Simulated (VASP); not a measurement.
# InRh (Pm-3m) in VASP: single point with LDA

Aim: the single point of InRh with LDA.

All numbers are computed with VASP 6.6.1; they aren't measurements. Logs are shortened: lines on timing, memory, paths and dates and some standing lists are left out, and cuts for length are marked.

## Step 1: The cell of the first run

It takes space group Pm-3m (No. 221, cubic). Conventional cell: a = 3.196 Å, b = 3.196 Å, c = 3.196 Å, α = 90.00°, β = 90.00°, γ = 90.00°. In (site symmetry m-3m) has 8 Rh at 2.77 Å and 6 In at 3.20 Å within 3.6 Å. Within 3.6 Å of Rh (site symmetry m-3m) lie 8 In at 2.77 Å and 6 Rh at 3.20 Å.

## Step 2: Single point, LDA

INCAR reads:

```
SYSTEM = InRh
PREC = Accurate
ENCUT = 520
EDIFF = 1E-7
ISMEAR = -1
SIGMA = 0.001
LREAL = .FALSE.
LASPH = .TRUE.
NELM = 100
ALGO = Normal
ISIF = 2
LWAVE = .FALSE.
LCHARG = .FALSE.
GGA = CA
NBANDS = 21
```

KPOINTS reads:

```
Automatic mesh
0
G
  7 7 7
  0 0 0
```

POSCAR reads:

```
InRh
1.0
    3.1960000000      0.0000000000      0.0000000000
    0.0000000000      3.1960000000      0.0000000000
    0.0000000000      0.0000000000      3.1960000000
In Rh
1 1
Direct
    0.5000000000      0.5000000000      0.5000000000
    0.0000000000      0.0000000000      0.0000000000
```

Potentials or basis: VASP PAW LDA potentials, release 64 (In_d, Rh_pv).

Command:

```sh
> cat potpaw_LDA.64/In_d/POTCAR potpaw_LDA.64/Rh_pv/POTCAR > POTCAR
> mpirun -np 1 vasp_std > vasp.out
```

OUTCAR:

```text
SYSTEM = InRh
   PREC = Accurate
   ENCUT = 520
   EDIFF = 1E-7
   ISMEAR = -1
   LREAL = .FALSE.
   LASPH = .TRUE.
   NELM = 100
   ISIF = 2
   GGA = CA

 ion  position               nearest neighbor table
   1  0.500  0.500  0.500-   2 2.77   2 2.77   2 2.77   2 2.77   2 2.77   2 2.77   2 2.77   2 2.77

   2  0.000  0.000  0.000-   1 2.77   1 2.77   1 2.77   1 2.77   1 2.77   1 2.77   1 2.77   1 2.77

  LATTYP: Found a simple cubic cell.
 ALAT       =     3.1960000000

  Lattice vectors:

 A1 = (   3.1960000000,   0.0000000000,   0.0000000000)
 A2 = (   0.0000000000,   3.1960000000,   0.0000000000)
 A3 = (   0.0000000000,   0.0000000000,   3.1960000000)

Analysis of symmetry for initial positions (statically):
=====================================================================
 Subroutine PRICEL returns:
 Original cell was already a primitive cell.

 Routine SETGRP: Setting up the symmetry group for a
 simple cubic supercell.

 Subroutine GETGRP returns: Found 48 space group operations
 (whereof 48 operations were pure point group operations)
 out of a pool of 48 trial point group operations.

The static configuration has the point symmetry O_h .

Analysis of symmetry for dynamics (positions and initial velocities):
=====================================================================
 Subroutine PRICEL returns:
 Original cell was already a primitive cell.

 Routine SETGRP: Setting up the symmetry group for a
 simple cubic supercell.

 Subroutine GETGRP returns: Found 48 space group operations
 (whereof 48 operations were pure point group operations)
 out of a pool of 48 trial point group operations.

The dynamic configuration has the point symmetry O_h .

 Subroutine INISYM returns: Found 48 space group operations
 (whereof 48 operations are pure point group operations),
 and found     1 'primitive' translations

----------------------------------------------------------------------------------------

                                     Primitive cell

  volume of cell :      32.6453

  direct lattice vectors                    reciprocal lattice vectors
     3.196000000  0.000000000  0.000000000     0.312891114  0.000000000  0.000000000
     0.000000000  3.196000000  0.000000000     0.000000000  0.312891114  0.000000000
     0.000000000  0.000000000  3.196000000     0.000000000  0.000000000  0.312891114

  length of vectors
     3.196000000  3.196000000  3.196000000     0.312891114  0.312891114  0.312891114

  position of ions in fractional coordinates (direct lattice)
     0.500000000  0.500000000  0.500000000
     0.000000000  0.000000000  0.000000000

  ion indices of the primitive-cell ions
   primitive index   ion index
                 1           1
                 2           2

----------------------------------------------------------------------------------------

 KPOINTS: Automatic mesh

Automatic generation of k-mesh.
 Grid dimensions read from file:
 generate k-points for:    7    7    7

 Generating k-lattice:

  Cartesian coordinates                     Fractional coordinates (reciprocal lattice)
     0.044698731  0.000000000  0.000000000     0.142857143  0.000000000  0.000000000
     0.000000000  0.044698731  0.000000000     0.000000000  0.142857143  0.000000000
     0.000000000  0.000000000  0.044698731     0.000000000  0.000000000  0.142857143

  Length of vectors
     0.044698731  0.044698731  0.044698731

  Shift w.r.t. Gamma in fractional coordinates (k-lattice)
     0.000000000  0.000000000  0.000000000

 Subroutine IBZKPT returns following result:
 ===========================================

 Found     20 irreducible k-points:

 Following reciprocal coordinates:
            Coordinates               Weight
  0.000000  0.000000  0.000000      1.000000
  0.142857  0.000000  0.000000      6.000000
  0.285714  0.000000  0.000000      6.000000
  0.428571  0.000000  0.000000      6.000000
  0.142857  0.142857  0.000000     12.000000
  0.285714  0.142857  0.000000     24.000000
[... 12 lines left out ...]
  0.428571  0.428571  0.285714     24.000000
  0.428571  0.428571  0.428571      8.000000
   k-points           NKPTS =     20   k-points in BZ     NKDIM =     20   number of bands    NBANDS=     21
   number of dos      NEDOS =    301   number of ions     NIONS =      2
   total plane-waves  NPLWV =  13824
   dimension x,y,z NGX =    24 NGY =   24 NGZ =   24
   dimension x,y,z NGXF=    48 NGYF=   48 NGZF=   48
   ions per type =               1   1
   NGX,Y,Z   is equivalent  to a cutoff of  12.48, 12.48, 12.48 a.u.
   NGXF,Y,Z  is equivalent  to a cutoff of  24.97, 24.97, 24.97 a.u.
 SYSTEM =  InRh
   PREC   = accura    normal or accurate (medium, high low for compatibility)
   ISTART =      0    job   : 0-new  1-cont  2-samecut
   ICHARG =      2    charge: 1-file 2-atom 10-const
   ISPIN  =      1    spin polarized calculation?
   LNONCOLLINEAR =      F non collinear calculations
   LSORBIT =      F    spin-orbit coupling
   LASPH  =      T    aspherical Exc in radial PAW
   ENCUT  =  520.0 eV  38.22 Ry    6.18 a.u.   5.94  5.94  5.94*2*pi/ulx,y,z
   NELM   =    100;   NELMIN=  2; NELMDL= -5     # of ELM steps
   EDIFF  = 0.1E-06   stopping-criterion for ELM
   LREAL  =      F    real-space projection
   EDIFFG = 0.1E-05   stopping-criterion for IOM
   NSW    =      0    number of steps for IOM
   IBRION =     -1    ionic relax: 0-MD 1-quasi-New 2-CG
   NFREE  =      0    steps in history (QN), initial steepest desc. (CG)
   ISIF   =      2    stress and relaxation
   ISYM   =      2    0-nonsym 1-usesym 2-fastsym
   POTIM  = 0.5000    time-step for ionic-motion
   TEBEG  =    0.0;   TEEND  =   0.0 temperature during run
   PSTRESS=    0.0 pullay stress
   NELECT =      28.0000    total number of electrons
   NUPDOWN=      -1.0000    fix difference up-down
   EMIN   =  10.00;   EMAX   =-10.00  energy-range for DOS
   EFERMI =   0.00;   METHOD = LEGACY
   ISMEAR =    -1;   SIGMA  =   0.00  broadening in eV -4-tet -1-fermi 0-gaus
   EFERMI_NEDOS =   21; number of points for ismear=-14 and -15
   IALGO  =     38    algorithm
   IMIX   =      4    mixing-type and parameters
     AMIX     =   0.40;   BMIX     =  1.00
     AMIX_MAG =   1.60;   BMIX_MAG =  1.00
  volume/ion in A,a.u.               =      16.32       110.15
  Fermi-wavevector in a.u.,A,eV,Ry     =   1.555443  2.939361 32.917971  2.419403
  Thomas-Fermi vector in A             =   2.659383
   LORBIT       =      0    0 simple, 1 ext, 2 COOP (PROOUT), +10 PAW based schemes
   GGA     = CA    functional components
   LHFCALC =     F    Hartree Fock is set to
   AEXX    =    0.0000 exact exchange contribution
   IVDW    =     0    specifies the selected vdW correction
   LEPSILON=     F    determine dielectric tensor
   LRPA    =     F    only Hartree local field effects (RPA)
 non-spin polarized calculation
  energy-cutoff  :      520.00
  volume of cell :       32.65
 maximum number of plane-waves:       896
 NGX is ok and might be reduce to    24
   NGX = 11   NGY = 11   NGZ = 11

 number of electron      28.0000003 magnetization

 Free energy of the ion-electron system (eV)
  ---------------------------------------------------
  ext. energy  EPLUGINS =         0.00000000
  ---------------------------------------------------
  free energy    TOTEN  =       -12.78354772 eV

  energy without entropy =      -12.78345267  energy(sigma->0) =      -12.78350020

 E-fermi :  11.4648     XC(G=0): -13.1009

 val. band max:       11.4644525434   @ k =   0.4286   0.1429   0.0000
 cond. band min:      11.4836182456   @ k =   0.4286   0.2857   0.0000
 fundamental gap:      0.0191657022
 Fermi energy:        11.4647890156

 k-point     1 :       0.0000    0.0000    0.0000
  band No.  band energies     occupation
      1     -34.5401      2.00000
      2     -34.5401      2.00000
      3     -34.5401      2.00000
      4      -3.5951      2.00000
      5      -3.5951      2.00000
      6      -3.0878      2.00000
[... 13 lines left out ...]
     20      23.2067      0.00000
     21      27.4278      0.00000

 k-point     2 :       0.1429    0.0000    0.0000
  band No.  band energies     occupation
      1     -34.5531      2.00000
      2     -34.5392      2.00000
      3     -34.5392      2.00000
      4      -3.5798      2.00000
      5      -3.5125      2.00000
      6      -3.1111      2.00000
[... 13 lines left out ...]
     20      25.0645      0.00000
     21      27.2087      0.00000

 k-point     3 :       0.2857    0.0000    0.0000
  band No.  band energies     occupation
      1     -34.5824      2.00000
      2     -34.5372      2.00000
      3     -34.5372      2.00000
      4      -3.5453      2.00000
      5      -3.3281      2.00000
      6      -3.1629      2.00000
[... 13 lines left out ...]
     20      26.7009      0.00000
     21      26.7016      0.00000

 k-point     4 :       0.4286    0.0000    0.0000
  band No.  band energies     occupation
      1     -34.6057      2.00000
      2     -34.5355      2.00000
      3     -34.5355      2.00000
      4      -3.5173      2.00000
      5      -3.2039      2.00000
      6      -3.2039      2.00000
[... 13 lines left out ...]
     20      24.0318      0.00000
     21      24.0318      0.00000

 k-point     5 :       0.1429    0.1429    0.0000
  band No.  band energies     occupation
      1     -34.5527      2.00000
      2     -34.5516      2.00000
      3     -34.5382      2.00000
      4      -3.5346      2.00000
      5      -3.4612      2.00000
      6      -3.1434      2.00000
[... 13 lines left out ...]
     20      25.1916      0.00000
     21      26.4337      0.00000
[... 286 lines left out ...]
     20      21.4696      0.00000
     21      27.0309      0.00000

 k-point    18 :       0.4286    0.2857    0.2857
  band No.  band energies     occupation
      1     -34.5967      2.00000
      2     -34.5723      2.00000
      3     -34.5721      2.00000
      4      -3.4034      2.00000
      5      -3.3333      2.00000
      6      -3.2907      2.00000
[... 13 lines left out ...]
     20      22.0832      0.00000
     21      24.9639      0.00000

 k-point    19 :       0.4286    0.4286    0.2857
  band No.  band energies     occupation
      1     -34.5946      2.00000
      2     -34.5945      2.00000
      3     -34.5703      2.00000
      4      -3.4429      2.00000
      5      -3.3479      2.00000
      6      -3.3473      2.00000
[... 13 lines left out ...]
     20      20.2472      0.00000
     21      22.6146      0.00000

 k-point    20 :       0.4286    0.4286    0.4286
  band No.  band energies     occupation
      1     -34.5927      2.00000
      2     -34.5927      2.00000
      3     -34.5927      2.00000
      4      -3.4145      2.00000
      5      -3.3945      2.00000
      6      -3.3945      2.00000
[... 13 lines left out ...]
     20      17.8950      0.00000
     21      20.1050      0.00000

------------------------ aborting loop because EDIFF is reached ----------------------------------------

  FORCE on cell =-STRESS in cart. coord.  units (eV):
  Direction    XX          YY          ZZ          XY          YZ          ZX
  --------------------------------------------------------------------------------------
  -------------------------------------------------------------------------------------
  Total       -1.0627142     -1.0627142     -1.0627142      0.0000000     -0.0000000     -0.0000000
  in kB      -52.1562984    -52.1562984    -52.1562984      0.0000000     -0.0000000     -0.0000000
  external PRESSURE =     -52.1562984 kB  Pullay stress =       0.0000000 kB

 VOLUME and BASIS-vectors are now :
 -----------------------------------------------------------------------------
  energy-cutoff  :      520.00
  volume of cell :       32.65
      direct lattice vectors                 reciprocal lattice vectors
     3.196000000  0.000000000  0.000000000     0.312891114  0.000000000  0.000000000
     0.000000000  3.196000000  0.000000000     0.000000000  0.312891114  0.000000000
     0.000000000  0.000000000  3.196000000     0.000000000  0.000000000  0.312891114

 POSITION                                       TOTAL-FORCE (eV/Angst)
 -----------------------------------------------------------------------------------
      1.59800      1.59800      1.59800         0.000000      0.000000      0.000000
      0.00000      0.00000      0.00000         0.000000      0.000000      0.000000
 -----------------------------------------------------------------------------------
    total drift:                                0.000000      0.000000     -0.000000

  FREE ENERGIE OF THE ION-ELECTRON SYSTEM (eV)
  ---------------------------------------------------
  free  energy   TOTEN  =       -12.7835477216 eV

  energy  without entropy=      -12.7834526741  energy(sigma->0) =      -12.78350020
```

Wall time 3.9 s (1 thread of Intel Xeon 6975P-C (Granite Rapids), shared host); peak memory 0.13 GiB.

What came out:

```yaml
Free_energy: -12.7835 eV
Pressure: -5.2 GPa
Band_gap_on_the_k_mesh: zero (band 14 reaches 12.04 eV, above the bottom of band 15 at 11.11 eV)
```

Caveat: spin-orbit coupling is left out, which moves the levels of the heavy elements.
